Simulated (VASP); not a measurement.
Set up this calculation in VASP 6.6.1, as the native input.

* Task: single point
* Functional: r2SCAN
* Potentials or basis: VASP PAW PBE potentials, release 64 (Sn_d)
* Cutoff: 520 eV
* k mesh: 10 × 10 × 10
* Occupations: fermi-dirac, width 0.05 eV
* Spin: no spin polarisation
* Dipole correction: no
* Further INCAR settings: ALGO = Normal; EDIFF = 1e-06; NBANDS = 13

Crystal: Sn.

```xyz
1
Lattice="-2.0292 2.0292 1.6608 2.0292 -2.0292 1.6608 2.0292 2.0292 -1.6608" Properties=species:S:1:pos:R:3 pbc="T T T"
Sn    0.0000    0.0000    0.0000
```

One way to write it, as run:

POSCAR

```
Sn
1.0
   -2.0291894110      2.0291894110      1.6607599896
    2.0291894110     -2.0291894110      1.6607599896
    2.0291894110      2.0291894110     -1.6607599896
Sn
1
Direct
    0.0000000000      0.0000000000      0.0000000000
```

INCAR.step1

```
PREC     = Accurate       # precision mode
ENCUT    = 520            # plane-wave cutoff, eV
ISMEAR   = -1             # smearing method
SIGMA    = 0.05           # smearing width, eV
LREAL    = False          # projectors in reciprocal space
LASPH    = True           # aspherical terms in the spheres
NELM     = 100            # most SCF steps
NBANDS   = 13             # bands
GGA      = PE             # functional
ALGO     = Normal         # electronic algorithm
EDIFF    = 1E-4           # SCF threshold, eV
LWAVE    = True           # write WAVECAR
LCHARG   = False          # write CHGCAR
```

INCAR.step2

```
PREC     = Accurate       # precision mode
ENCUT    = 520            # plane-wave cutoff, eV
EDIFF    = 1E-6           # SCF threshold, eV
ISMEAR   = -1             # smearing method
SIGMA    = 0.05           # smearing width, eV
LREAL    = False          # projectors in reciprocal space
LASPH    = True           # aspherical terms in the spheres
NELM     = 100            # most SCF steps
ALGO     = Normal         # electronic algorithm
ISIF     = 2              # what is computed and relaxed
LWAVE    = False          # write WAVECAR
LCHARG   = False          # write CHGCAR
METAGGA  = R2SCAN         # meta-GGA
LMIXTAU  = True         
NBANDS   = 13             # bands
ISTART   = 1
```

KPOINTS

```
Automatic mesh
0
Gamma
  10 10 10
```

Potentials or basis: VASP PAW PBE potentials, release 64 (Sn_d).

Launch:

```console
$ cat potpaw_PBE.64/Sn_d/POTCAR > POTCAR
$ cp INCAR.step1 INCAR
$ mpirun -np 1 vasp_std > vasp.out
$ cp INCAR.step2 INCAR
$ mpirun -np 1 vasp_std > vasp.out
```

Results of the run:

The pressure is -0.5 GPa and the band gap on the k mesh is zero (bands 7 and 8 overlap by 9.29 eV).

Caveat: the PAW data sets were made with another functional, which shifts forces and pressure a little; spin-orbit coupling is left out, which moves the levels of the heavy elements.

Wall time 65 s on 1 thread of Intel(R) Xeon(R) 6975P-C (Granite Rapids), on a shared host, peak memory 0.18 GiB.
